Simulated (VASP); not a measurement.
# SiNi (WC type) (P-6m2) in VASP: single point with PBE

Aim: the single point of SiNi (WC type) with PBE.

All numbers are computed with VASP 6.6.1; they aren't measurements. Logs are shortened: lines on timing, memory, paths and dates and some standing lists are left out, and cuts for length are marked.

## (1) The cell of the first run

Symmetry: P-6m2, No. 187, hexagonal system. The conventional cell has a = 3.485 Å, b = 3.485 Å, c = 2.487 Å, α = 90.00°, β = 90.00°, γ = 120.00°. Within 3.1 Å of Ni (site symmetry -6m2) lie 6 Si at 2.37 Å and 2 Ni at 2.49 Å. Within 3.1 Å of Si (site symmetry -6m2) lie 6 Ni at 2.37 Å and 2 Si at 2.49 Å.

## (2) Single point, PBE

Input file INCAR:

```
PREC = Accurate
ENCUT = 690
EDIFF = 1E-6
ISMEAR = -1
SIGMA = 0.1
LREAL = False
LASPH = True
NELM = 120
ALGO = Normal
ISIF = 2
LWAVE = False
LCHARG = False
GGA = PE
NBANDS = 18
GGA_COMPAT = False
```

Input file KPOINTS:

```
regular mesh
0
Gamma
  15 15 13
```

Input file POSCAR:

```
SiNi
1.0
    3.4854604229      0.0000000000      0.0000000000
   -1.7427302115      3.0184972701      0.0000000000
    0.0000000000      0.0000000000      2.4874591892
Ni Si
1 1
Direct
    0.0000000000      0.0000000000      0.0000000000
    0.3333333333      0.6666666667      0.5000000000
```

Potentials or basis: VASP PAW PBE potentials, release 64 (Ni_sv_GW, Si).

Command:

```sh
$ cat potpaw_PBE.64/Ni_sv_GW/POTCAR potpaw_PBE.64/Si/POTCAR > POTCAR
$ mpirun -np 1 vasp_std > vasp.out
```

OUTCAR:

```text
PREC = Accurate
   ENCUT = 690
   EDIFF = 1E-6
   ISMEAR = -1
   LREAL = False
   LASPH = True
   NELM = 120
   ISIF = 2
   GGA = PE

 ion  position               nearest neighbor table
   1  0.000  0.000  0.000-   2 2.37   2 2.37   2 2.37   2 2.37   2 2.37   2 2.37
   2  0.333  0.667  0.500-   1 2.37   1 2.37   1 2.37   1 2.37   1 2.37   1 2.37

  LATTYP: Found a hexagonal cell.
 ALAT       =     3.4854604229
 C/A-ratio  =     0.7136673172

  Lattice vectors:

 A1 = (   3.4854604229,   0.0000000000,   0.0000000000)
 A2 = (  -1.7427302115,   3.0184972701,   0.0000000000)
 A3 = (   0.0000000000,   0.0000000000,   2.4874591892)

Analysis of symmetry for initial positions (statically):
=====================================================================
 Subroutine PRICEL returns:
 Original cell was already a primitive cell.

 Routine SETGRP: Setting up the symmetry group for a
 hexagonal supercell.

 Subroutine GETGRP returns: Found 12 space group operations
 (whereof 12 operations were pure point group operations)
 out of a pool of 24 trial point group operations.

The static configuration has the point symmetry D_3h.

Analysis of symmetry for dynamics (positions and initial velocities):
=====================================================================
 Subroutine PRICEL returns:
 Original cell was already a primitive cell.

 Routine SETGRP: Setting up the symmetry group for a
 hexagonal supercell.

 Subroutine GETGRP returns: Found 12 space group operations
 (whereof 12 operations were pure point group operations)
 out of a pool of 24 trial point group operations.

The dynamic configuration has the point symmetry D_3h.

 Subroutine INISYM returns: Found 12 space group operations
 (whereof 12 operations are pure point group operations),
 and found     1 'primitive' translations

----------------------------------------------------------------------------------------

                                     Primitive cell

  volume of cell :      26.1702

  direct lattice vectors                    reciprocal lattice vectors
     3.485460423  0.000000000  0.000000000     0.286906141  0.165645338  0.000000000
    -1.742730212  3.018497270  0.000000000     0.000000000  0.331290676  0.000000000
     0.000000000  0.000000000  2.487459189     0.000000000  0.000000000  0.402016646

  length of vectors
     3.485460423  3.485460423  2.487459189     0.331290676  0.331290676  0.402016646

  position of ions in fractional coordinates (direct lattice)
     0.000000000  0.000000000  0.000000000
     0.333333333  0.666666667  0.500000000

  ion indices of the primitive-cell ions
   primitive index   ion index
                 1           1
                 2           2

----------------------------------------------------------------------------------------

 KPOINTS: regular mesh

Automatic generation of k-mesh.
 Grid dimensions read from file:
 generate k-points for:   15   15   13

 Generating k-lattice:

  Cartesian coordinates                     Fractional coordinates (reciprocal lattice)
     0.019127076  0.011043023  0.000000000     0.066666667  0.000000000  0.000000000
     0.000000000  0.022086045  0.000000000     0.000000000  0.066666667  0.000000000
     0.000000000  0.000000000  0.030924357     0.000000000  0.000000000  0.076923077

  Length of vectors
     0.022086045  0.022086045  0.030924357

  Shift w.r.t. Gamma in fractional coordinates (k-lattice)
     0.000000000  0.000000000  0.000000000

 Subroutine IBZKPT returns following result:
 ===========================================

 Found    189 irreducible k-points:

 Following reciprocal coordinates:
            Coordinates               Weight
  0.000000  0.000000  0.000000      1.000000
  0.066667  0.000000  0.000000      6.000000
  0.133333  0.000000  0.000000      6.000000
  0.200000  0.000000  0.000000      6.000000
  0.266667  0.000000  0.000000      6.000000
  0.333333  0.000000  0.000000      6.000000
[... 16 lines left out ...]
  0.333333  0.200000  0.000000     12.000000
  0.400000  0.200000  0.000000      6.000000
 [... further k-points ...]
   k-points           NKPTS =    189   k-points in BZ     NKDIM =    189   number of bands    NBANDS=     18
   number of dos      NEDOS =    301   number of ions     NIONS =      2
   total plane-waves  NPLWV =  21600
   dimension x,y,z NGX =    30 NGY =   30 NGZ =   24
   dimension x,y,z NGXF=    60 NGYF=   60 NGZF=   48
   ions per type =               1   1
   NGX,Y,Z   is equivalent  to a cutoff of  14.31, 14.31, 16.04 a.u.
   NGXF,Y,Z  is equivalent  to a cutoff of  28.62, 28.62, 32.08 a.u.
 SYSTEM =  unknown system
   PREC   = accura    normal or accurate (medium, high low for compatibility)
   ISTART =      0    job   : 0-new  1-cont  2-samecut
   ICHARG =      2    charge: 1-file 2-atom 10-const
   ISPIN  =      1    spin polarized calculation?
   LNONCOLLINEAR =      F non collinear calculations
   LSORBIT =      F    spin-orbit coupling
   LASPH  =      T    aspherical Exc in radial PAW
   ENCUT  =  690.0 eV  50.71 Ry    7.12 a.u.   7.47  7.47  5.33*2*pi/ulx,y,z
   NELM   =    120;   NELMIN=  2; NELMDL= -5     # of ELM steps
   EDIFF  = 0.1E-05   stopping-criterion for ELM
   LREAL  =      F    real-space projection
   EDIFFG = 0.1E-04   stopping-criterion for IOM
   NSW    =      0    number of steps for IOM
   IBRION =     -1    ionic relax: 0-MD 1-quasi-New 2-CG
   NFREE  =      0    steps in history (QN), initial steepest desc. (CG)
   ISIF   =      2    stress and relaxation
   ISYM   =      2    0-nonsym 1-usesym 2-fastsym
   POTIM  = 0.5000    time-step for ionic-motion
   TEBEG  =    0.0;   TEEND  =   0.0 temperature during run
   PSTRESS=    0.0 pullay stress
   NELECT =      22.0000    total number of electrons
   NUPDOWN=      -1.0000    fix difference up-down
   EMIN   =  10.00;   EMAX   =-10.00  energy-range for DOS
   EFERMI =   0.00;   METHOD = LEGACY
   ISMEAR =    -1;   SIGMA  =   0.10  broadening in eV -4-tet -1-fermi 0-gaus
   EFERMI_NEDOS =   21; number of points for ismear=-14 and -15
   IALGO  =     38    algorithm
   IMIX   =      4    mixing-type and parameters
     AMIX     =   0.40;   BMIX     =  1.00
     AMIX_MAG =   1.60;   BMIX_MAG =  1.00
  volume/ion in A,a.u.               =      13.09        88.30
  Fermi-wavevector in a.u.,A,eV,Ry     =   1.545065  2.919749 32.480180  2.387226
  Thomas-Fermi vector in A             =   2.650497
   LORBIT       =      0    0 simple, 1 ext, 2 COOP (PROOUT), +10 PAW based schemes
   GGA     = PE    functional components
   LHFCALC =     F    Hartree Fock is set to
   AEXX    =    0.0000 exact exchange contribution
   IVDW    =     0    specifies the selected vdW correction
   LEPSILON=     F    determine dielectric tensor
   LRPA    =     F    only Hartree local field effects (RPA)
 non-spin polarized calculation
  energy-cutoff  :      690.00
  volume of cell :       26.17
 maximum number of plane-waves:      1103
 NGX is ok and might be reduce to    30
   NGX = 15   NGY = 15   NGZ = 11

 number of electron      22.0000004 magnetization

 Free energy of the ion-electron system (eV)
  ---------------------------------------------------
  ext. energy  EPLUGINS =         0.00000000
  ---------------------------------------------------
  free energy    TOTEN  =       -12.62230740 eV

  energy without entropy =      -12.58996359  energy(sigma->0) =      -12.60613550

 E-fermi :   8.5248     XC(G=0): -11.9740

 val. band max:        8.5240462362   @ k =   0.2000   0.1333   0.3846
 cond. band min:       8.5289940580   @ k =   0.2667   0.0667   0.3077
 fundamental gap:      0.0049478219
 Fermi energy:         8.5247864481

 k-point     1 :       0.0000    0.0000    0.0000
  band No.  band energies     occupation
      1     -95.1028      2.00000
      2     -55.5116      2.00000
      3     -55.4714      2.00000
      4     -55.4714      2.00000
      5      -3.9360      2.00000
      6       4.8243      2.00000
[... 10 lines left out ...]
     17      20.1653      0.00000
     18      22.4906      0.00000

 k-point     2 :       0.0667    0.0000    0.0000
  band No.  band energies     occupation
      1     -95.1028      2.00000
      2     -55.5116      2.00000
      3     -55.4716      2.00000
      4     -55.4715      2.00000
      5      -3.8718      2.00000
      6       4.6871      2.00000
[... 10 lines left out ...]
     17      20.5680      0.00000
     18      22.5460      0.00000

 k-point     3 :       0.1333    0.0000    0.0000
  band No.  band energies     occupation
      1     -95.1030      2.00000
      2     -55.5117      2.00000
      3     -55.4720      2.00000
      4     -55.4716      2.00000
      5      -3.6814      2.00000
      6       4.4034      2.00000
[... 10 lines left out ...]
     17      21.5992      0.00000
     18      22.7790      0.00000

 k-point     4 :       0.2000    0.0000    0.0000
  band No.  band energies     occupation
      1     -95.1029      2.00000
      2     -55.5116      2.00000
      3     -55.4725      2.00000
      4     -55.4718      2.00000
      5      -3.3721      2.00000
      6       3.9909      2.00000
[... 10 lines left out ...]
     17      22.5038      0.00000
     18      23.7438      0.00000

 k-point     5 :       0.2667    0.0000    0.0000
  band No.  band energies     occupation
      1     -95.1029      2.00000
      2     -55.5116      2.00000
      3     -55.4733      2.00000
      4     -55.4719      2.00000
      5      -2.9592      2.00000
      6       3.4482      2.00000
[... 10 lines left out ...]
     17      22.9667      0.00000
     18      25.6210      0.00000

 k-point     6 :       0.3333    0.0000    0.0000
  band No.  band energies     occupation
      1     -95.1028      2.00000
      2     -55.5116      2.00000
      3     -55.4738      2.00000
      4     -55.4720      2.00000
      5      -2.4735      2.00000
      6       2.8069      2.00000
[... 307 lines left out ...]
 k-point    21 :       0.2000    0.2000    0.0000
  band No.  band energies     occupation
      1     -95.1030      2.00000
      2     -55.5116      2.00000
      3     -55.4738      2.00000
      4     -55.4724      2.00000
      5      -2.3632      2.00000
      6       2.9505      2.00000
[... 10 lines left out ...]
     17      24.2543      0.00000
     18      25.6395      0.00000

 k-point    22 :       0.2667    0.2000    0.0000
  band No.  band energies     occupation
      1     -95.1029      2.00000
      2     -55.5116      2.00000
      3     -55.4740      2.00000
      4     -55.4727      2.00000
      5      -1.9058      2.00000
      6       2.5259      2.00000
[... 10 lines left out ...]
     17      25.1429      0.00000
     18      26.0138      0.00000

 k-point    23 :       0.3333    0.2000    0.0000
  band No.  band energies     occupation
      1     -95.1029      2.00000
      2     -55.5116      2.00000
      3     -55.4741      2.00000
      4     -55.4729      2.00000
      5      -1.5135      2.00000
      6       2.1487      2.00000
[... 10 lines left out ...]
     17      24.6992      0.00000
     18      25.2046      0.00000

 k-point    24 :       0.4000    0.2000    0.0000
  band No.  band energies     occupation
      1     -95.1027      2.00000
      2     -55.5115      2.00000
      3     -55.4741      2.00000
      4     -55.4729      2.00000
      5      -1.3479      2.00000
      6       1.9849      2.00000
[... 10 lines left out ...]
     17      24.5544      0.00000
     18      24.8082      0.00000

 [... further k-points ...]
[... 5 lines left out ...]
  --------------------------------------------------------------------------------------
  -------------------------------------------------------------------------------------
  Total       -0.0989378     -0.0989378     -0.1009915      0.0000000      0.0000000      0.0000000
  in kB       -6.0571179     -6.0571179     -6.1828451      0.0000000      0.0000000      0.0000000
  external PRESSURE =      -6.0990270 kB  Pullay stress =       0.0000000 kB

 VOLUME and BASIS-vectors are now :
 -----------------------------------------------------------------------------
  energy-cutoff  :      690.00
  volume of cell :       26.17
      direct lattice vectors                 reciprocal lattice vectors
     3.485460423  0.000000000  0.000000000     0.286906141  0.165645338  0.000000000
    -1.742730212  3.018497270  0.000000000     0.000000000  0.331290676  0.000000000
     0.000000000  0.000000000  2.487459189     0.000000000  0.000000000  0.402016646

 POSITION                                       TOTAL-FORCE (eV/Angst)
 -----------------------------------------------------------------------------------
      0.00000      0.00000      0.00000        -0.000000      0.000000      0.000000
     -0.00000      2.01233      1.24373         0.000000     -0.000000      0.000000
 -----------------------------------------------------------------------------------
    total drift:                                0.000000     -0.000000      0.000000

  FREE ENERGIE OF THE ION-ELECTRON SYSTEM (eV)
  ---------------------------------------------------
  free  energy   TOTEN  =       -12.6223074027 eV

  energy  without entropy=      -12.5899635908  energy(sigma->0) =      -12.60613550
```

Wall time 72 s (1 thread of Intel Xeon 6975P-C (Granite Rapids), shared host); peak memory 0.3 GiB.

What came out:

```
Free energy            : -12.6223 eV
Pressure               : -0.6 GPa
Band gap on the k mesh : zero (bands 11 and 12 overlap by 4.78 eV)
```

Levels at points of the mesh, in eV from the Fermi level:
```tsv
k point	band 7	band 8	band 9	band 10	band 11	band 12	band 13	band 14	band 15	band 16
(0.00, 0.00, 0.00)	-3.59	-3.59	-1.58	-1.58	2.64	2.64	4.87	6.27	6.27	9.13
```

Spin polarisation is off, so any magnetic state and its effect on volume and gap are missing.
